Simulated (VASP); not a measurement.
Wanted: the native input for a VASP 6.6.1 run.

```yaml
Task: single point
Functional: PBE
Potentials_or_basis: VASP PAW PBE potentials, release 64 (Al, O)
Cutoff: 520 eV
k_mesh: 6 × 6 × 6
Occupations: gaussian, width 0.02 eV
Spin: no spin polarisation
Dipole_correction: no
Further_INCAR_settings: ALGO = Normal; EDIFF = 1e-07; NBANDS = 35
```

The structure of Al2O3 lies in POSCAR:

```
Al2O3
1.0
    2.4498086146      1.4143976631      4.4664953772
   -2.4498086146      1.4143976631      4.4664953772
    0.0000000000     -2.8287953262      4.4664953772
Al O
4 6
Direct
    0.3522393007      0.3522393007      0.3522393007
    0.1477606993      0.1477606993      0.1477606993
    0.6477606993      0.6477606993      0.6477606993
    0.8522393007      0.8522393007      0.8522393007
    0.5556666308      0.9443333692      0.2500000000
    0.2500000000      0.5556666308      0.9443333692
    0.9443333692      0.2500000000      0.5556666308
    0.4443333692      0.0556666308      0.7500000000
    0.7500000000      0.4443333692      0.0556666308
    0.0556666308      0.7500000000      0.4443333692
```

One way to write it, as run:

INCAR

```
PREC = Accurate
ENCUT = 520
EDIFF = 1E-7
ISMEAR = 0
SIGMA = 0.02
LREAL = F
LASPH = T
NELM = 80
ALGO = Normal
ISIF = 2
LWAVE = F
LCHARG = F
GGA = PE
NBANDS = 35
```

KPOINTS

```
regular mesh
0
Gamma
  6 6 6
```

Potentials or basis: VASP PAW PBE potentials, release 64 (Al, O).

Run with:

```sh
$ cat potpaw_PBE.64/Al/POTCAR potpaw_PBE.64/O/POTCAR > POTCAR
$ mpirun -np 1 vasp_std > vasp.out
```

Results of the run:

* Pressure: -12.1 GPa
* Largest force: 0.004 eV/Å
* Band gap on the k mesh: 5.16 eV

Caveat: the cell stands under tension.

Wall time 61 s on 1 thread of Intel(R) Xeon(R) 6975P-C (Granite Rapids), on a shared host, peak memory 0.26 GiB.
